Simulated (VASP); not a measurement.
TiAl:

```
CELL_PARAMETERS angstrom
2.86726 0.00000 0.00000
-1.43363 2.48312 0.00000
0.00000 0.00000 4.67808
ATOMIC_POSITIONS crystal
Ti 0.00000 0.00000 0.00000
Al 0.33333 0.66667 0.50000
```

Program: VASP 6.6.1. Alike in all runs: task single point; potentials or basis VASP PAW PBE potentials, release 64 (Ti_sv, Al); no spin polarisation; cell as given; k mesh 6 × 6 × 3; cutoff (eV) 520; smearing fermi-dirac 0.05 eV.

Order these runs on this cell by their pressure, lowest first.
A. level PBEsol-based global hybrid with 25 % exact exchange; share of exact exchange 0.25
B. level r2SCANh; share of exact exchange 0.1
C. level HF; share of exact exchange 1

A (-3.8 GPa), B (-1.2 GPa), C (6.6 GPa).

Caveats: all runs use coarse meshes; the PAW data sets were made with another functional, which shifts forces and pressure a little.
